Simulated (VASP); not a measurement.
# Co (Fd-3m) in VASP: a series of runs

Runs on Co. Level: PBEsol. Tasks: single point.

Program: VASP 6.6.1. These are calculated values, not measurements. Logs are shortened: lines on timing, memory, paths and dates and some standing lists are left out, and cuts for length are marked.

## (1) The cell of the first run

Symmetry: Fd-3m, No. 227, cubic system. Conventional cell: a = 4.599 Å, b = 4.599 Å, c = 4.599 Å, α = 90.00°, β = 90.00°, γ = 90.00°. Co (site symmetry -43m) has 4 Co at 1.99 Å within 2.6 Å.

## (2) Single point, PBEsol, collinear spin, ferromagnetic start

Input file INCAR:

```
SYSTEM = Co
PREC = Accurate
ENCUT = 520
EDIFF = 1E-7
ISMEAR = -1
SIGMA = 0.08
LREAL = .FALSE.
LASPH = .TRUE.
NELM = 150
ALGO = Normal
ISIF = 2
LWAVE = .FALSE.
LCHARG = .FALSE.
ISPIN = 2
MAGMOM = 1.7 1.7
LORBIT = 11
LMAXMIX = 4
GGA = PS
NBANDS = 20
```

Input file KPOINTS:

```
Automatic mesh
0
G
  15 15 15
  0 0 0
```

Input file POSCAR:

```
Co
1.0
    0.0000000000      2.2996451071      2.2996451071
    2.2996451071      0.0000000000      2.2996451071
    2.2996451071      2.2996451071      0.0000000000
Co
2
Direct
   -0.1250000000     -0.1250000000     -0.1250000000
    0.1250000000      0.1250000000      0.1250000000
```

Potentials or basis: VASP PAW PBE potentials, release 64 (Co).

On the command line:

```bash
$ cat potpaw_PBE.64/Co/POTCAR > POTCAR
$ mpirun -np 1 vasp_std > vasp.out
```

OUTCAR:

```text
SYSTEM = Co
   PREC = Accurate
   ENCUT = 520
   EDIFF = 1E-7
   ISMEAR = -1
   LREAL = .FALSE.
   LASPH = .TRUE.
   NELM = 150
   ISIF = 2
   ISPIN = 2
   LORBIT = 11
   GGA = PS

 ion  position               nearest neighbor table
   1  0.875  0.875  0.875-   2 1.99   2 1.99   2 1.99   2 1.99
   2  0.125  0.125  0.125-   1 1.99   1 1.99   1 1.99   1 1.99

  LATTYP: Found a face centered cubic cell.
 ALAT       =     4.5992902142

  Lattice vectors:

 A1 = (   0.0000000000,   2.2996451071,   2.2996451071)
 A2 = (   2.2996451071,   0.0000000000,   2.2996451071)
 A3 = (   2.2996451071,   2.2996451071,   0.0000000000)

Analysis of symmetry for initial positions (statically):
=====================================================================
 Subroutine PRICEL returns:
 Original cell was already a primitive cell.

 Routine SETGRP: Setting up the symmetry group for a
 face centered cubic supercell.

 Subroutine GETGRP returns: Found 48 space group operations
 (whereof 12 operations were pure point group operations)
 out of a pool of 48 trial point group operations.

The static configuration has the point symmetry D_3d.
 The point group associated with its full space group is O_h .

Analysis of symmetry for dynamics (positions and initial velocities):
=====================================================================
 Subroutine PRICEL returns:
 Original cell was already a primitive cell.

 Routine SETGRP: Setting up the symmetry group for a
 face centered cubic supercell.

 Subroutine GETGRP returns: Found 48 space group operations
 (whereof 12 operations were pure point group operations)
 out of a pool of 48 trial point group operations.

The dynamic configuration has the point symmetry D_3d.
 The point group associated with its full space group is O_h .

Analysis of structural, dynamic, and magnetic symmetry:
=====================================================================
 Subroutine PRICEL returns:
 Original cell was already a primitive cell.

 Routine SETGRP: Setting up the symmetry group for a
 face centered cubic supercell.

 Subroutine GETGRP returns: Found 48 space group operations
 (whereof 12 operations were pure point group operations)
 out of a pool of 48 trial point group operations.

The overall configuration has the point symmetry D_3d.
 The point group associated with its full space group is O_h .

 Subroutine INISYM returns: Found 48 space group operations
 (whereof 12 operations are pure point group operations),
 and found     1 'primitive' translations

[... 113 lines left out ...]
     AMIX     =   0.40;   BMIX     =  1.00
     AMIX_MAG =   1.60;   BMIX_MAG =  1.00
  volume/ion in A,a.u.               =      12.16        82.07
  Fermi-wavevector in a.u.,A,eV,Ry     =   1.480795  2.798296 29.834215  2.192753
  Thomas-Fermi vector in A             =   2.594785
   LORBIT       =     11    0 simple, 1 ext, 2 COOP (PROOUT), +10 PAW based schemes
   GGA     = PS    functional components
   LHFCALC =     F    Hartree Fock is set to
   AEXX    =    0.0000 exact exchange contribution
   IVDW    =     0    specifies the selected vdW correction
   LEPSILON=     F    determine dielectric tensor
   LRPA    =     F    only Hartree local field effects (RPA)
 spin polarized calculation
  energy-cutoff  :      520.00
  volume of cell :       24.32
 maximum number of plane-waves:       667
   NGX = 13   NGY = 13   NGZ = 13

 number of electron      17.9999986 magnetization       0.0002151

 number of electron      17.9999986 magnetization      -0.0002590

 Free energy of the ion-electron system (eV)
  ---------------------------------------------------
  ext. energy  EPLUGINS =         0.00000000
  ---------------------------------------------------
  free energy    TOTEN  =       -12.36856174 eV

  energy without entropy =      -12.30156517  energy(sigma->0) =      -12.33506345

 E-fermi :   8.7423     XC(G=0): -12.6295

 val. band max:        8.7358706357   @ k =   0.4000   0.1333   0.0667
 cond. band min:       8.7454258185   @ k =   0.4667   0.1333   0.0667
 fundamental gap:      0.0095551828
 Fermi energy:         8.7423421304

 spin component 1

 k-point     1 :       0.0000    0.0000    0.0000
  band No.  band energies     occupation
      1       0.6462      1.00000
      2       4.7390      1.00000
      3       4.7390      1.00000
      4       5.0816      1.00000
      5       5.0816      1.00000
      6       5.0816      1.00000
[... 541 lines left out ...]
     19      29.8446      0.00000
     20      29.8926      0.00000

 [... further k-points ...]

 spin component 2

 k-point     1 :       0.0000    0.0000    0.0000
  band No.  band energies     occupation
      1       0.6461      1.00000
      2       4.7389      1.00000
      3       4.7389      1.00000
      4       5.0815      1.00000
      5       5.0815      1.00000
      6       5.0815      1.00000
[... 541 lines left out ...]
     19      29.8446      0.00000
     20      29.8926      0.00000

 [... further k-points ...]
[... 5 lines left out ...]
  --------------------------------------------------------------------------------------
  -------------------------------------------------------------------------------------
  Total        4.5316038      4.5316038      4.5316038     -0.0000000      0.0000000      0.0000000
  in kB      298.5039377    298.5039377    298.5039377     -0.0000000      0.0000000      0.0000000
  external PRESSURE =     298.5039377 kB  Pullay stress =       0.0000000 kB

 VOLUME and BASIS-vectors are now :
 -----------------------------------------------------------------------------
  energy-cutoff  :      520.00
  volume of cell :       24.32
      direct lattice vectors                 reciprocal lattice vectors
     0.000000000  2.299645107  2.299645107    -0.217424853  0.217424853  0.217424853
     2.299645107  0.000000000  2.299645107     0.217424853 -0.217424853  0.217424853
     2.299645107  2.299645107  0.000000000     0.217424853  0.217424853 -0.217424853

 POSITION                                       TOTAL-FORCE (eV/Angst)
 -----------------------------------------------------------------------------------
      4.02438      4.02438      4.02438        -0.000000     -0.000000     -0.000000
      0.57491      0.57491      0.57491         0.000000      0.000000      0.000000
 -----------------------------------------------------------------------------------
    total drift:                                0.000000      0.000000      0.000000

  FREE ENERGIE OF THE ION-ELECTRON SYSTEM (eV)
  ---------------------------------------------------
  free  energy   TOTEN  =       -12.3685617380 eV

  energy  without entropy=      -12.3015651669  energy(sigma->0) =      -12.33506345

 total charge

# of ion       s       p       d       tot
------------------------------------------
    1        0.632   0.552   7.517   8.702
    2        0.632   0.552   7.517   8.702
--------------------------------------------------
tot          1.265   1.105  15.034  17.403

 magnetization (x)

# of ion       s       p       d       tot
------------------------------------------
    1        0.000   0.000  -0.000  -0.000
    2        0.000   0.000  -0.000  -0.000
--------------------------------------------------
tot          0.000   0.000  -0.000  -0.000
```

OSZICAR:

```text
N       E                     dE             d eps       ncg     rms          rms(c)
DAV:   1     0.928662216609E+02    0.92866E+02   -0.78094E+03  9984   0.116E+03
DAV:   2    -0.821194840225E+01   -0.10108E+03   -0.90100E+02  9676   0.217E+02
DAV:   3    -0.133627750740E+02   -0.51508E+01   -0.49501E+01 10856   0.599E+01
DAV:   4    -0.134396648370E+02   -0.76890E-01   -0.76831E-01 11552   0.663E+00
DAV:   5    -0.134421123951E+02   -0.24476E-02   -0.24474E-02 11364   0.116E+00    0.151E+01
DAV:   6    -0.126792916107E+02    0.76282E+00   -0.61230E+00 11308   0.451E+01    0.450E+00
DAV:   7    -0.123891379259E+02    0.29015E+00   -0.10927E+00 11808   0.178E+01    0.315E+00
DAV:   8    -0.123683451896E+02    0.20793E-01   -0.32661E-02 14276   0.240E+00    0.120E+00
DAV:   9    -0.123668935122E+02    0.14517E-02   -0.39758E-03 13064   0.683E-01    0.510E-01
DAV:  10    -0.123678494860E+02   -0.95597E-03   -0.13753E-03 14012   0.523E-01    0.216E-01
DAV:  11    -0.123683099090E+02   -0.46042E-03   -0.27726E-04 13036   0.249E-01    0.132E-01
DAV:  12    -0.123685480170E+02   -0.23811E-03   -0.30578E-04 13208   0.273E-01    0.382E-02
DAV:  13    -0.123685501269E+02   -0.21099E-05   -0.19615E-05 10172   0.371E-02    0.300E-02
DAV:  14    -0.123685608559E+02   -0.10729E-04   -0.17033E-05 13228   0.668E-02    0.657E-03
DAV:  15    -0.123685614783E+02   -0.62238E-06   -0.99330E-07 12128   0.779E-03    0.273E-03
DAV:  16    -0.123685616418E+02   -0.16354E-06   -0.13151E-07  6300   0.587E-03    0.472E-04
DAV:  17    -0.123685617380E+02   -0.96214E-07   -0.26941E-08  5500   0.185E-03
   1 F= -.12368562E+02 E0= -.12335063E+02  d E =-.669966E-01  mag=    -0.0000
```

stdout:

```text
POSCAR found type information on POSCAR Co
 POSCAR found :  1 types and       2 ions
 scaLAPACK will be used
 -----------------------------------------------------------------------------
|                                                                             |
|                                                                             |
|     You enforced a specific xc type in the INCAR file but a different       |
|     I HOPE YOU KNOW WHAT YOU ARE DOING!                                     |
|                                                                             |
 -----------------------------------------------------------------------------

 LDA part: xc-table for (Slater+PW92), standard interpolation
 POSCAR, INCAR and KPOINTS ok, starting setup
 FFT: planning ... GRIDC
 FFT: planning ... GRID_SOFT
 FFT: planning ... GRID
 WAVECAR not read
 entering main loop
```

Run time: 41 s. Hardware: 1 thread of Intel Xeon 6975P-C (Granite Rapids), shared host; peak memory 0.2 GiB.

Results:

```yaml
Free_energy: -12.3686 eV
Pressure: 29.9 GPa
Band_gap_on_the_k_mesh: zero (filled and empty bands overlap)
Net_moment: 0.00 μB per cell
Valence_electrons_inside_the_program's_atomic_spheres: Co 8.70
```

Levels at points of the mesh, in eV from the Fermi level:
Spin up:
```
           k point  band 6  band 7  band 8  band 9  band 10  band 11  band 12  band 13
(0.00, 0.00, 0.00)   -3.66   -1.38   -1.38   -1.38     0.42     0.42    15.28    15.28
```
Spin down:
```csv
k point,band 6,band 7,band 8,band 9,band 10,band 11,band 12,band 13
"(0.00, 0.00, 0.00)",-3.66,-1.38,-1.38,-1.38,0.42,0.42,15.28,15.28
```

Caveat: the starting moments collapsed, and a magnetic state may lie lower; the PAW data sets were made with another functional, which shifts forces and pressure a little.

## (3) Single point, PBEsol, collinear spin, ferromagnetic start

Input file INCAR:

```
SYSTEM = Co
  PREC = Accurate
  ENCUT = 520
  EDIFF = 1E-6
  ISMEAR = -1
  SIGMA = 0.08
  LREAL = .False.
  LASPH = .True.
  NELM = 150
  ALGO = Normal
  ISIF = 2
  LWAVE = .False.
  LCHARG = .False.
  ISPIN = 2
  MAGMOM = 1.7 1.7
  LORBIT = 11
  LMAXMIX = 4
  GGA = PS
  NBANDS = 20
```

Input file KPOINTS:

```
regular mesh
0
Gamma
  15 15 15
  0 0 0
```

Input file POSCAR:

```
Co
1.0
    0.0000000000      2.2987307774      2.2987307774
    2.2987307774      0.0000000000      2.2987307774
    2.2987307774      2.2987307774      0.0000000000
Co
2
Direct
   -0.1250000000     -0.1250000000     -0.1250000000
    0.1250000000      0.1250000000      0.1250000000
```

Potentials or basis: VASP PAW PBE potentials, release 64 (Co).

On the command line:

```bash
$ cat potpaw_PBE.64/Co/POTCAR > POTCAR
$ mpirun -np 1 vasp_std > vasp.out
```

It took 37 s on 1 thread of Intel Xeon 6975P-C (Granite Rapids), shared host; peak memory 0.21 GiB.

The run converged. Its results:

```
Free energy                                           : -12.3631 eV
Pressure                                              : 30.2 GPa
Band gap on the k mesh                                : zero (filled and empty bands overlap)
Net moment                                            : 0.00 μB per cell
Valence electrons inside the program's atomic spheres : Co 8.70
```

Levels at points of the mesh, in eV from the Fermi level:
Spin up:
| k point | band 6 | band 7 | band 8 | band 9 | band 10 | band 11 | band 12 | band 13 |
| --- | --- | --- | --- | --- | --- | --- | --- | --- |
| (0.00, 0.00, 0.00) | -3.67 | -1.39 | -1.39 | -1.39 | 0.43 | 0.43 | 15.29 | 15.29 |
Spin down:
| k point | band 6 | band 7 | band 8 | band 9 | band 10 | band 11 | band 12 | band 13 |
| --- | --- | --- | --- | --- | --- | --- | --- | --- |
| (0.00, 0.00, 0.00) | -3.67 | -1.39 | -1.39 | -1.39 | 0.43 | 0.43 | 15.29 | 15.29 |

Caveat: the starting moments collapsed, and a magnetic state may lie lower; the PAW data sets were made with another functional, which shifts forces and pressure a little.
